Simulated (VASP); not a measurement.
PtS2:

```
Pt S
1.0
     3.55262    0.00000    0.00000
    -1.77631    3.07666    0.00000
     0.00000    0.00000    5.12283
Pt S
1 2
Cartesian
  0.0000 0.0000 0.0000
  0.0000 2.0511 1.2257
  1.7763 1.0256 3.8972
```

Base run:

```yaml
Program: VASP 6.6.1
Functional: PBEsol
Potentials_or_basis: VASP PAW PBE potentials, release 64 (Pt, S)
Cutoff: 520 eV
k_mesh: 6 × 6 × 4
Occupations: gaussian, width 0.01 eV
Spin: no spin polarisation
```

Its results: band gap on the k mesh 0.79 eV (least direct gap 1.36 eV); pressure -1.6 GPa; largest force 0.231 eV/Å.

After a change of settings the same cell gave: band gap on the k mesh 1.36 eV (least direct gap 2.28 eV); pressure -1.7 GPa; largest force 0.436 eV/Å. Which change was it?
A. k mesh from 6 × 6 × 4 to 8 × 8 × 1; further incar settings from ALGO = Normal; EDIFF = 1e-06; NBANDS = 18 to ALGO = Normal; EDIFF = 1e-07; NBANDS = 18
B. occupations from gaussian, width 0.01 eV to fermi-dirac, width 0.5 eV; further incar settings from ALGO = Normal; EDIFF = 1e-06; NBANDS = 18 to ALGO = Normal; EDIFF = 1e-07; NBANDS = 18
C. k mesh from 6 × 6 × 4 to 2 × 2 × 2
D. functional from PBEsol to PBE-based screened hybrid with 30 % exact exchange; k mesh from 6 × 6 × 4 to 6 × 6 × 2

D.

Caveats: some runs use coarse meshes; the PAW data sets were made with another functional, which shifts forces and pressure a little; spin-orbit coupling is left out, which moves the levels of the heavy elements.
